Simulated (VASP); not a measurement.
# TiAl (P-6m2) in VASP: a series of runs

The runs below take TiAl through single point, with LDA.

All numbers are computed with VASP 6.6.1; they aren't measurements. Logs are shortened: lines on timing, memory, paths and dates and some standing lists are left out, and cuts for length are marked.

### 1 The cell of the first run

The structure is hexagonal, space group P-6m2 (No. 187). The conventional cell has a = 2.735 Å, b = 2.735 Å, c = 4.464 Å, α = 90.00°, β = 90.00°, γ = 120.00°. Within 3.6 Å of Ti (site symmetry -6m2) lie 6 Al at 2.73 Å and 6 Ti at 2.73 Å. Within 3.6 Å of Al (site symmetry -6m2) lie 6 Ti at 2.73 Å and 6 Al at 2.73 Å.

### 2 Single point, LDA, collinear spin (14.46 Å³/atom)

File INCAR:

```
SYSTEM = TiAl
PREC = Accurate
ENCUT = 520
EDIFF = 1E-7
ISMEAR = 0
SIGMA = 0.15
LREAL = .False.
LASPH = .True.
NELM = 150
ALGO = Normal
ISIF = 2
LWAVE = .False.
LCHARG = .False.
ISPIN = 2
MAGMOM = 0.375 0
LORBIT = 11
NUPDOWN = 0.375
LMAXMIX = 4
NBANDS = 18
```

File KPOINTS:

```
Automatic mesh
0
Gamma
  21 21 12
  0 0 0
```

File POSCAR:

```
TiAl
1.0
    2.7349265319      0.0000000000      0.0000000000
   -1.3674632659      2.3685158541      0.0000000000
    0.0000000000      0.0000000000      4.4642272374
Ti Al
1 1
Direct
    0.0000000000      0.0000000000      0.0000000000
    0.3333333333      0.6666666667      0.5000000000
```

Potentials or basis: VASP PAW LDA potentials, release 64 (Ti_sv, Al).

Command:

```sh
cat potpaw_LDA.64/Ti_sv/POTCAR potpaw_LDA.64/Al/POTCAR > POTCAR
mpirun -np 1 vasp_std > vasp.out
```

OUTCAR:

```text
SYSTEM = TiAl
   PREC = Accurate
   ENCUT = 520
   EDIFF = 1E-7
   ISMEAR = 0
   LREAL = .False.
   LASPH = .True.
   NELM = 150
   ISIF = 2
   ISPIN = 2
   LORBIT = 11
   NUPDOWN = 0.375

 ion  position               nearest neighbor table
   1  0.000  0.000  0.000-   2 2.73   2 2.73   2 2.73   2 2.73   2 2.73   2 2.73
   2  0.333  0.667  0.500-   1 2.73   1 2.73   1 2.73   1 2.73   1 2.73   1 2.73

  LATTYP: Found a hexagonal cell.
 ALAT       =     2.7349265319
 C/A-ratio  =     1.6323024349

  Lattice vectors:

 A1 = (   2.7349265319,   0.0000000000,   0.0000000000)
 A2 = (  -1.3674632659,   2.3685158541,   0.0000000000)
 A3 = (   0.0000000000,   0.0000000000,   4.4642272374)

Analysis of symmetry for initial positions (statically):
=====================================================================
 Subroutine PRICEL returns:
 Original cell was already a primitive cell.

 Routine SETGRP: Setting up the symmetry group for a
 hexagonal supercell.

 Subroutine GETGRP returns: Found 12 space group operations
 (whereof 12 operations were pure point group operations)
 out of a pool of 24 trial point group operations.

The static configuration has the point symmetry D_3h.

Analysis of symmetry for dynamics (positions and initial velocities):
=====================================================================
 Subroutine PRICEL returns:
 Original cell was already a primitive cell.

 Routine SETGRP: Setting up the symmetry group for a
 hexagonal supercell.

 Subroutine GETGRP returns: Found 12 space group operations
 (whereof 12 operations were pure point group operations)
 out of a pool of 24 trial point group operations.

The dynamic configuration has the point symmetry D_3h.

Analysis of structural, dynamic, and magnetic symmetry:
=====================================================================
 Subroutine PRICEL returns:
 Original cell was already a primitive cell.

 Routine SETGRP: Setting up the symmetry group for a
 hexagonal supercell.

 Subroutine GETGRP returns: Found 12 space group operations
 (whereof 12 operations were pure point group operations)
 out of a pool of 24 trial point group operations.

The overall configuration has the point symmetry D_3h.

 Subroutine INISYM returns: Found 12 space group operations
 (whereof 12 operations are pure point group operations),
 and found     1 'primitive' translations

----------------------------------------------------------------------------------------

                                     Primitive cell

  volume of cell :      28.9180

  direct lattice vectors                    reciprocal lattice vectors
     2.734926532  0.000000000  0.000000000     0.365640535  0.211102661  0.000000000
    -1.367463266  2.368515854  0.000000000     0.000000000  0.422205322  0.000000000
     0.000000000  0.000000000  4.464227237     0.000000000  0.000000000  0.224002934

  length of vectors
     2.734926532  2.734926532  4.464227237     0.422205322  0.422205322  0.224002934

  position of ions in fractional coordinates (direct lattice)
     0.000000000  0.000000000  0.000000000
     0.333333333  0.666666667  0.500000000

  ion indices of the primitive-cell ions
   primitive index   ion index
                 1           1
                 2           2

----------------------------------------------------------------------------------------

 KPOINTS: Automatic mesh

Automatic generation of k-mesh.
 Grid dimensions read from file:
 generate k-points for:   21   21   12

 Generating k-lattice:

  Cartesian coordinates                     Fractional coordinates (reciprocal lattice)
     0.017411454  0.010052508  0.000000000     0.047619048  0.000000000  0.000000000
     0.000000000  0.020105015  0.000000000     0.000000000  0.047619048  0.000000000
     0.000000000  0.000000000  0.018666911     0.000000000  0.000000000  0.083333333

  Length of vectors
     0.020105015  0.020105015  0.018666911

  Shift w.r.t. Gamma in fractional coordinates (k-lattice)
     0.000000000  0.000000000  0.000000000

 Subroutine IBZKPT returns following result:
 ===========================================

 Found    336 irreducible k-points:

 Following reciprocal coordinates:
            Coordinates               Weight
  0.000000  0.000000  0.000000      1.000000
  0.047619 -0.000000  0.000000      6.000000
  0.095238  0.000000  0.000000      6.000000
  0.142857  0.000000  0.000000      6.000000
  0.190476  0.000000  0.000000      6.000000
  0.238095  0.000000  0.000000      6.000000
[... 16 lines left out ...]
  0.142857  0.095238  0.000000     12.000000
  0.190476  0.095238  0.000000     12.000000
 [... further k-points ...]
   k-points           NKPTS =    336   k-points in BZ     NKDIM =    336   number of bands    NBANDS=     18
   number of dos      NEDOS =    301   number of ions     NIONS =      2
   total plane-waves  NPLWV =  14400
   dimension x,y,z NGX =    20 NGY =   20 NGZ =   36
   dimension x,y,z NGXF=    40 NGYF=   40 NGZF=   72
   ions per type =               1   1
   NGX,Y,Z   is equivalent  to a cutoff of  12.16, 12.16, 13.41 a.u.
   NGXF,Y,Z  is equivalent  to a cutoff of  24.31, 24.31, 26.81 a.u.
 SYSTEM =  TiAl
   PREC   = accura    normal or accurate (medium, high low for compatibility)
   ISTART =      0    job   : 0-new  1-cont  2-samecut
   ICHARG =      2    charge: 1-file 2-atom 10-const
   ISPIN  =      2    spin polarized calculation?
   LNONCOLLINEAR =      F non collinear calculations
   LSORBIT =      F    spin-orbit coupling
   LASPH  =      T    aspherical Exc in radial PAW
   ENCUT  =  520.0 eV  38.22 Ry    6.18 a.u.   5.09  5.09  8.30*2*pi/ulx,y,z
   NELM   =    150;   NELMIN=  2; NELMDL= -5     # of ELM steps
   EDIFF  = 0.1E-06   stopping-criterion for ELM
   LREAL  =      F    real-space projection
   EDIFFG = 0.1E-05   stopping-criterion for IOM
   NSW    =      0    number of steps for IOM
   IBRION =     -1    ionic relax: 0-MD 1-quasi-New 2-CG
   NFREE  =      0    steps in history (QN), initial steepest desc. (CG)
   ISIF   =      2    stress and relaxation
   ISYM   =      2    0-nonsym 1-usesym 2-fastsym
   POTIM  = 0.5000    time-step for ionic-motion
   TEBEG  =    0.0;   TEEND  =   0.0 temperature during run
   PSTRESS=    0.0 pullay stress
   NELECT =      15.0000    total number of electrons
   NUPDOWN=       0.3750    fix difference up-down
   EMIN   =  10.00;   EMAX   =-10.00  energy-range for DOS
   EFERMI =   0.00;   METHOD = LEGACY
   ISMEAR =     0;   SIGMA  =   0.15  broadening in eV -4-tet -1-fermi 0-gaus
   EFERMI_NEDOS =   21; number of points for ismear=-14 and -15
   IALGO  =     38    algorithm
   IMIX   =      4    mixing-type and parameters
     AMIX     =   0.40;   BMIX     =  1.00
     AMIX_MAG =   1.60;   BMIX_MAG =  1.00
  volume/ion in A,a.u.               =      14.46        97.57
  Fermi-wavevector in a.u.,A,eV,Ry     =   1.315374  2.485696 23.540910  1.730208
  Thomas-Fermi vector in A             =   2.445561
   LORBIT       =     11    0 simple, 1 ext, 2 COOP (PROOUT), +10 PAW based schemes
   GGA     = CA    functional components
   LHFCALC =     F    Hartree Fock is set to
   AEXX    =    0.0000 exact exchange contribution
   IVDW    =     0    specifies the selected vdW correction
   LEPSILON=     F    determine dielectric tensor
   LRPA    =     F    only Hartree local field effects (RPA)
 spin polarized calculation
 Gauss-broadening in eV      SIGMA  =   0.15
  energy-cutoff  :      520.00
  volume of cell :       28.92
 maximum number of plane-waves:       791
   NGX = 11   NGY = 11   NGZ = 17

 number of electron      14.9999998 magnetization       0.3750000

 Free energy of the ion-electron system (eV)
  ---------------------------------------------------
  ext. energy  EPLUGINS =         0.00000000
  ---------------------------------------------------
  free energy    TOTEN  =       -13.16305946 eV

  energy without entropy =      -13.14004804  energy(sigma->0) =      -13.15155375

 E-fermi :   9.1275     XC(G=0): -11.7713

 val. band max:        9.2732502229   @ k =   0.2857   0.2857   0.1667
 cond. band min:       9.1328156378   @ k =   0.3333   0.0476   0.4167
 fundamental gap:     -0.1404345851
 Fermi energy:         9.2751944823

 spin component 1

 k-point     1 :       0.0000    0.0000    0.0000
  band No.  band energies     occupation
      1     -46.4399      1.00000
      2     -23.1718      1.00000
      3     -22.5567      1.00000
      4     -22.5567      1.00000
      5      -0.4737      1.00000
      6       6.6179      1.00000
[... 10 lines left out ...]
     17      24.3209      0.00000
     18      27.5350      0.00000

 k-point     2 :       0.0476   -0.0000    0.0000
  band No.  band energies     occupation
      1     -46.4361      1.00000
      2     -23.1682      1.00000
      3     -22.5782      1.00000
      4     -22.5614      1.00000
      5      -0.4113      1.00000
      6       6.6893      1.00000
[... 10 lines left out ...]
     17      25.3181      0.00000
     18      27.5221      0.00000

 k-point     3 :       0.0952    0.0000    0.0000
  band No.  band energies     occupation
      1     -46.4249      1.00000
      2     -23.1578      1.00000
      3     -22.6407      1.00000
      4     -22.5752      1.00000
      5      -0.2251      1.00000
      6       6.8960      1.00000
[... 10 lines left out ...]
     17      26.2266      0.00000
     18      26.2718      0.00000

 k-point     4 :       0.1429    0.0000    0.0000
  band No.  band energies     occupation
      1     -46.4073      1.00000
      2     -23.1414      1.00000
      3     -22.7378      1.00000
      4     -22.5967      1.00000
      5       0.0819      1.00000
      6       7.2122      1.00000
[... 375 lines left out ...]
      4     -22.6147      1.00000
      5       0.2645      1.00000
      6       7.2802      1.00000
[... 10 lines left out ...]
     17      25.5722      0.00000
     18      26.9833      0.00000

 k-point    23 :       0.1429    0.0952    0.0000
  band No.  band energies     occupation
      1     -46.3759      1.00000
      2     -23.1122      1.00000
      3     -22.8965      1.00000
      4     -22.6472      1.00000
      5       0.6855      1.00000
      6       7.2762      1.00000
[... 10 lines left out ...]
     17      26.2557      0.00000
     18      26.3133      0.00000

 k-point    24 :       0.1905    0.0952    0.0000
  band No.  band energies     occupation
      1     -46.3516      1.00000
      2     -23.0896      1.00000
      3     -23.0186      1.00000
      4     -22.6841      1.00000
      5       1.2171      1.00000
      6       7.2753      1.00000
[... 10 lines left out ...]
     17      25.5808      0.00000
     18      27.1006      0.00000

 [... further k-points ...]

 spin component 2

 k-point     1 :       0.0000    0.0000    0.0000
  band No.  band energies     occupation
      1     -46.2708      1.00000
      2     -23.0162      1.00000
      3     -22.3821      1.00000
      4     -22.3821      1.00000
      5      -0.3646      1.00000
      6       6.8355      1.00000
[... 10 lines left out ...]
     17      24.4514      0.00000
     18      27.6485      0.00000

 k-point     2 :       0.0476   -0.0000    0.0000
  band No.  band energies     occupation
      1     -46.2670      1.00000
      2     -23.0126      1.00000
      3     -22.4035      1.00000
      4     -22.3868      1.00000
      5      -0.3023      1.00000
      6       6.9068      1.00000
[... 10 lines left out ...]
     17      25.4636      0.00000
     18      27.6391      0.00000

 k-point     3 :       0.0952    0.0000    0.0000
  band No.  band energies     occupation
      1     -46.2558      1.00000
      2     -23.0022      1.00000
      3     -22.4657      1.00000
      4     -22.4005      1.00000
      5      -0.1165      1.00000
      6       7.1130      1.00000
[... 10 lines left out ...]
     17      26.3882      0.00000
     18      26.3908      0.00000

 k-point     4 :       0.1429    0.0000    0.0000
  band No.  band energies     occupation
      1     -46.2384      1.00000
      2     -22.9858      1.00000
      3     -22.5624      1.00000
      4     -22.4219      1.00000
      5       0.1902      1.00000
      6       7.4128      1.00000
[... 375 lines left out ...]
      4     -22.4398      1.00000
      5       0.3726      1.00000
      6       7.4124      1.00000
[... 10 lines left out ...]
     17      25.6595      0.00000
     18      27.1051      0.00000

 k-point    23 :       0.1429    0.0952    0.0000
  band No.  band energies     occupation
      1     -46.2070      1.00000
      2     -22.9566      1.00000
      3     -22.7204      1.00000
      4     -22.4722      1.00000
      5       0.7932      1.00000
      6       7.4107      1.00000
[... 10 lines left out ...]
     17      26.3778      0.00000
     18      26.4237      0.00000

 k-point    24 :       0.1905    0.0952    0.0000
  band No.  band energies     occupation
      1     -46.1828      1.00000
      2     -22.9341      1.00000
      3     -22.8420      1.00000
      4     -22.5089      1.00000
      5       1.3245      1.00000
      6       7.4123      1.00000
[... 10 lines left out ...]
     17      25.7038      0.00000
     18      27.2484      0.00000

 [... further k-points ...]
[... 5 lines left out ...]
  --------------------------------------------------------------------------------------
  -------------------------------------------------------------------------------------
  Total        2.0403086      2.0403086      2.2737254      0.0000000      0.0000000     -0.0000000
  in kB      113.0415705    113.0415705    125.9738325      0.0000000      0.0000000     -0.0000000
  external PRESSURE =     117.3523245 kB  Pullay stress =       0.0000000 kB

 VOLUME and BASIS-vectors are now :
 -----------------------------------------------------------------------------
  energy-cutoff  :      520.00
  volume of cell :       28.92
      direct lattice vectors                 reciprocal lattice vectors
     2.734926532  0.000000000  0.000000000     0.365640535  0.211102661  0.000000000
    -1.367463266  2.368515854  0.000000000     0.000000000  0.422205322  0.000000000
     0.000000000  0.000000000  4.464227237     0.000000000  0.000000000  0.224002934

 POSITION                                       TOTAL-FORCE (eV/Angst)
 -----------------------------------------------------------------------------------
      0.00000      0.00000      0.00000         0.000000     -0.000000      0.000000
     -0.00000      1.57901      2.23211        -0.000000      0.000000      0.000000
 -----------------------------------------------------------------------------------
    total drift:                                0.000000     -0.000000      0.000000

  FREE ENERGIE OF THE ION-ELECTRON SYSTEM (eV)
  ---------------------------------------------------
  free  energy   TOTEN  =       -13.1630594569 eV

  energy  without entropy=      -13.1400480446  energy(sigma->0) =      -13.15155375

 total charge

# of ion       s       p       d       tot
------------------------------------------
    1        2.248   6.163   2.061  10.472
    2        0.446   0.436   0.000   0.882
--------------------------------------------------
tot          2.694   6.599   2.061  11.354

 magnetization (x)

# of ion       s       p       d       tot
------------------------------------------
    1        0.004   0.028   0.182   0.214
    2        0.003   0.012   0.000   0.015
--------------------------------------------------
tot          0.007   0.040   0.182   0.229
```

It took 2.5 min on 1 thread of Intel Xeon 6975P-C (Granite Rapids), shared host; peak memory 0.34 GiB.

What came out:

```
Free energy                                           : -13.1631 eV
Pressure                                              : 11.7 GPa
Net moment                                            : 0.38 μB per cell
Site moments                                          : Ti +0.21; Al +0.01 μB
Valence electrons inside the program's atomic spheres : Ti 10.47; Al 0.88
```

Caveat: the cell stands under pressure; the total moment is fixed, so each spin has its own Fermi level.

(Continued in part 2 of 2.)
